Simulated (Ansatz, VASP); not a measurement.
## Two plane-wave programs on AlSi2B4

File INCAR:

```
ALGO = Normal
EDIFF = 1E-6
ENCUT = 520
GGA = PE
ISIF = 2
ISMEAR = 0
LASPH = T
LCHARG = F
LREAL = F
LWAVE = F
NBANDS = 20
NELM = 100
PREC = Accurate
SIGMA = 0.1
```

The input KPOINTS:

```
k-points
0
Gamma
  6 6 4
```

POSCAR

```
AlSi2B4
1.0
    2.5325276800     -2.5361235800      0.0000000000
    2.5325276800      2.5361235800      0.0000000000
   -2.2963702600      0.0000000000      5.3949135400
Al Si B
1 2 4
Direct
    0.0000000000      0.0000000000      0.0000000000
    0.6553160000      0.6553160000      0.2990280100
    0.3446840000      0.3446840000      0.7009719900
    0.0000000000      0.5000000000      0.0000000000
    0.2474010000      0.7525990000      0.5000000000
    0.5000000000      0.0000000000      0.0000000000
    0.7525990000      0.2474010000      0.5000000000
```

Input for Ansatz:

```yaml
crystal:
  lattice:
    - [2.53252768, -2.53612358, 0.0]
    - [2.53252768, 2.53612358, 0.0]
    - [-2.29637026, 0.0, 5.39491354]
  atoms:
    - { symbol: Al, position: [0.0, 0.0, 0.0] }
    - { symbol: Si, position: [0.655316, 0.655316, 0.29902801] }
    - { symbol: Si, position: [0.344684, 0.344684, 0.70097199] }
    - { symbol: B, position: [0.0, 0.5, 0.0] }
    - { symbol: B, position: [0.247401, 0.752599, 0.5] }
    - { symbol: B, position: [0.5, 0.0, 0.0] }
    - { symbol: B, position: [0.752599, 0.247401, 0.5] }
basis:
  ecutwfc: 420
kpoints:
  mp_grid: { grid: [6, 6, 4] }
hamiltonian:
  xc: pbe
scf:
  occupations: { method: gaussian, width: 0.1 }
  lower_state_search: "off"
output:
  forces: true
  stress: true
  eigenvalues: true
```

Change from the starting cell: species swapped into the Nd2CuO4 type (C2/m, No. 12).

Alike in both runs: task single point; functional PBE; k mesh 6 × 6 × 4; occupations gaussian, width 0.1 eV; no spin polarisation.

|  | VASP | Ansatz |
| --- | --- | --- |
| version | VASP 6.6.1 | Ansatz 0.2.0 |
| potentials or method | VASP PAW PBE potentials, release 64 (Al, Si, B), cutoff 520 eV | scalar-relativistic, plane waves, PAW |
| valence electrons in the cell | 23 | 23 |

```tsv
	VASP	Ansatz	Ansatz less VASP
gap on the k mesh at the Fermi level (eV)	none	none	-
rms of the force components (eV/Å)	0.292	0.292	+0.0005
```

Atom by atom the forces differ by 0.001 eV/Å (rms over components). A gap of «none» marks a metal or a gap that the smearing closes.
